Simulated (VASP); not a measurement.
MnAs: single point with LDA

MnAs:

```
Mn As
1.0
     3.71000    0.00000    0.00000
    -1.85500    3.21295    0.00000
     0.00000    0.00000    5.69100
Mn As
2 2
Direct
  0.00000 0.00000 0.00000
  0.00000 0.00000 0.50000
  0.33333 0.66667 0.25000
  0.66667 0.33333 0.75000
```

```json
{
  "Program": "VASP 6.6.1",
  "Task": "single point",
  "Functional": "LDA",
  "Potentials or basis": "VASP PAW LDA potentials, release 64 (Mn_pv, As)",
  "Cutoff": "520 eV",
  "k mesh": "6 × 6 × 3, shifted",
  "Occupations": "gaussian, width 0.5 eV",
  "Spin": "collinear spin, ferromagnetic start",
  "Starting moments": "[5.2, 5.2, 0.0, 0.0] μB",
  "Dipole correction": "no",
  "Further INCAR settings": "ALGO = Normal; EDIFF = 1e-06; NBANDS = 30; ISYM = 0"
}
```

- Pressure: -15.3 GPa
- Net moment: 5.50 μB per cell
- Site moments: Mn +2.77; As -0.10 μB
- Valence electrons inside the program's atomic spheres: Mn 11.62; As 2.77

Stress tensor (GPa, compression positive):
```
-14.39   0.00   0.00
  0.00 -14.39   0.00
  0.00   0.00 -17.17
```

Levels at points of the mesh, in eV from the Fermi level:
Spin up:
```csv
k point,band 18,band 19,band 20,band 21,band 22,band 23,band 24,band 25
"(0.08, 0.08, 0.00)",-1.36,-0.47,-0.08,0.24,1.89,2.08,2.66,5.47
```
Spin down:
```
           k point  band 11  band 12  band 13  band 14  band 15  band 16  band 17  band 18  band 19  band 20
(0.08, 0.08, 0.00)    -2.74    -1.76    -1.05    -0.78    -0.78     0.03     0.61     0.92     1.02     1.03
```

It took 8.2 min on 1 thread of Intel Xeon 6975P-C (shared host), peak memory 0.51 GiB.

Caveat: the k points lie up to 0.37 Å⁻¹ apart; only a ferromagnetic start was run, and an antiferromagnetic order may lie lower in energy.
